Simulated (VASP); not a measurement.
Wanted: the native input for a VASP 6.6.1 run.

| Property | Result |
| --- | --- |
| Task | relaxation of cell and atoms |
| Functional | PBE |
| Potentials or basis | VASP PAW PBE potentials, release 64 (Sn_d, Te) |
| Cutoff | 600 eV |
| k mesh | 6 × 6 × 4 |
| Occupations | gaussian, width 0.1 eV |
| Spin | no spin polarisation |
| Dipole correction | no |
| Further INCAR settings | ALGO = Normal; EDIFF = 1e-07; IBRION = 2; EDIFFG = -0.04; NSW = 90; ISIF = 3 |

The structure of SnTe lies in POSCAR:

```
SnTe
1.0
    3.9155613300      0.0000000000      0.0000000000
   -1.9577806600      3.3909755800      0.0000000000
    0.0000000000      0.0000000000      3.8190372500
Sn Te
1 1
Direct
    0.6666666700      0.3333333300      0.5000000000
    0.0000000000      0.0000000000      0.0000000000
```

The cell was built from a structure type or drawn by symmetry, and may not be a known phase.

These files were run (other wordings do the same):

INCAR

```
PREC = Accurate
ENCUT = 600
EDIFF = 1E-7
ISMEAR = 0
SIGMA = 0.1
LREAL = F
LASPH = T
NELM = 60
ALGO = Normal
ISIF = 3
LWAVE = F
LCHARG = F
GGA = PE
IBRION = 2
NSW = 90
EDIFFG = -0.04
```

KPOINTS

```
regular mesh
0
Gamma
  6 6 4
```

Potentials or basis: VASP PAW PBE potentials, release 64 (Sn_d, Te).

Command:

```console
$ cat potpaw_PBE.64/Sn_d/POTCAR potpaw_PBE.64/Te/POTCAR > POTCAR
$ mpirun -np 1 vasp_std > vasp.out
```

Results of the run:

| Item | Value |
| --- | --- |
| Relaxed volume | 31.92 Å³/atom |
| Relaxed cell | a = 4.208 Å, b = 4.208 Å, c = 4.162 Å, α = 90.00°, β = 90.00°, γ = 120.00° |
| Space group after relaxing (to 0.1 Å) | P-6m2 (No. 187) |
| Energy gained by relaxing | 308.0 meV/atom |
| Ionic steps | 7 |
| Pressure after relaxing | 0.1 GPa |
| Band gap on the k mesh | zero (bands 10 and 11 overlap by 2.16 eV) |

Caveat: the k points lie up to 0.38 Å⁻¹ apart in the final cell, too coarse for converged energies and pressures of a metal; the volume moved by over 15 % at a fixed basis, so the end points are rough; spin-orbit coupling is left out, which moves the levels of the heavy elements.

Run time: 110 s on 1 thread of Intel Xeon 8259CL, with other jobs on the host, peak memory 0.2 GiB.
